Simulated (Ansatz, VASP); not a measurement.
SiO2: VASP beside Ansatz

Contents of INCAR:

```
SYSTEM = SiO2
ALGO     = Normal         ! electronic algorithm
EDIFF    = 1E-6           ! SCF threshold, eV
ENCUT    = 520            ! plane-wave cutoff, eV
GGA      = PE             ! functional
ISIF     = 2              ! what is computed and relaxed
ISMEAR   = 0              ! smearing method
LASPH    = .TRUE.         ! aspherical terms in the spheres
LCHARG   = .FALSE.        ! write CHGCAR
LREAL    = .FALSE.        ! projectors in reciprocal space
LWAVE    = .FALSE.        ! write WAVECAR
NBANDS   = 25             ! bands
NELM     = 100            ! most SCF steps
PREC     = Accurate       ! precision mode
SIGMA    = 0.05           ! smearing width, eV
```

The input KPOINTS:

```
k-points
0
G
  6 6 8
  0 0 0
```

POSCAR

```
SiO2
1.0
    4.3312000000      0.0000000000      0.0000000000
    0.0000000000      4.3312000000      0.0000000000
    0.0000000000      0.0000000000      2.6897743053
Si O
2 4
Direct
    0.5000000000      0.5000000000      0.5000000000
    0.0000000000      0.0000000000      0.0000000000
    0.6930127928      0.6930127928      0.0000000000
    0.1930127928      0.8069872072      0.5000000000
    0.3069872072      0.3069872072      0.0000000000
    0.8069872072      0.1930127928      0.5000000000
```

Input for Ansatz:

```yaml
crystal:
  lattice:
    - [4.3312, 0.0, 0.0]
    - [0.0, 4.3312, 0.0]
    - [0.0, 0.0, 2.6897743053]
  atoms:
    - { symbol: Si, position: [0.5, 0.5, 0.5] }
    - { symbol: Si, position: [0.0, 0.0, 0.0] }
    - { symbol: O, position: [0.6930127928, 0.6930127928, 0.0] }
    - { symbol: O, position: [0.1930127928, 0.8069872072, 0.5] }
    - { symbol: O, position: [0.3069872072, 0.3069872072, 0.0] }
    - { symbol: O, position: [0.8069872072, 0.1930127928, 0.5] }
basis:
  ecutwfc: 520.0
kpoints:
  mp_grid: { grid: [6, 6, 8] }
hamiltonian:
  xc: pbe
  pseudopotentials: { kind: paw, azcp: { folder: soft_1 } }
scf:
  occupations: { method: gaussian, width: 0.05 }
output:
  forces: true
  stress: true
  eigenvalues: true
```

Alike in both runs: task single point; functional PBE; k mesh 6 × 6 × 8; occupations gaussian, width 0.05 eV; no spin polarisation.

|  | VASP | Ansatz |
| --- | --- | --- |
| version | VASP 6.6.1 | Ansatz 0.2.0 |
| potentials or method | VASP PAW PBE potentials, release 64 (Si, O), cutoff 520 eV | scalar-relativistic, plane waves, PAW |
| valence electrons in the cell | 32 | 32 |

Ansatz gave:

```
gap on the k mesh at the Fermi level (eV)                     : 4.39
least direct gap on the mesh (eV)                             : 4.39
pressure (GPa)                                                : -11.0
traceless stress, the component that is largest in VASP (GPa) : 3.99
rms of the force components (eV/Å)                            : 0.231
```

Q: Which values does VASP return?

A: gap on the k mesh at the Fermi level (eV): 4.36; least direct gap on the mesh (eV): 4.36; pressure (GPa): -10.8; traceless stress, the component that is largest in VASP (GPa): 4.50; rms of the force components (eV/Å): 0.219.

Atom by atom the forces differ by 0.011 eV/Å (rms over components). The functional is the same, so the differences come from potentials, cutoffs and numerics.
